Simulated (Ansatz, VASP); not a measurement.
## MnHg: VASP beside Ansatz

```
Mn Hg
1.0
     3.31500    0.00000    0.00000
     0.00000    3.31500    0.00000
     0.00000    0.00000    3.31500
Mn Hg
1 1
Direct
  0.44000 0.44000 0.44000
  0.06000 0.06000 0.06000
```

Change from the starting cell: shortest bond scaled by 0.76, PAW files.

Alike in both runs: task electric field gradients; functional PBE; k mesh 9 × 9 × 9; occupations fermi-dirac, width 0.05 eV; collinear spin.

|  | VASP | Ansatz |
| --- | --- | --- |
| version | VASP 6.6.1 | Ansatz 0.2.0 |
| potentials or method | VASP PAW PBE potentials, release 64 (Mn_pv, Hg) | PAW with Ansatz's default frozen-core files, scalar-relativistic |
| plane-wave cutoff (eV) | 520 | 420 |
| valence electrons in the cell | 25 | 35 |

VASP gave:

```
pressure (GPa)                                                : 20.9
traceless stress, the component that is largest in VASP (GPa) : 18.07
rms of the force components (eV/Å)                            : 3.828
net moment per atom (μB)                                      : 1.85
size of the moment on the site where the two differ most (μB) : 3.61
size of Vzz on the site where it differs most (V/Å²)          : 98.6
```

Task: What did Ansatz give for the same quantities?

Result: Pressure (GPa): 19.7; traceless stress, the component that is largest in VASP (GPa): 17.34; rms of the force components (eV/Å): 3.677; net moment per atom (μB): 1.85; size of the moment on the site where the two differ most (μB): 3.33; size of Vzz on the site where it differs most (V/Å²): 203.6.

Site moments also hang on the region over which each program counts them. Atom by atom the forces differ by 0.152 eV/Å (rms over components). With one functional, cell and mesh, what is left measures potentials, basis and numerics. VASP's potentials hold 25 valence electrons a cell and Ansatz's 35, so a difference there can come from the potentials and not from the codes.

Spin-orbit coupling is off throughout.
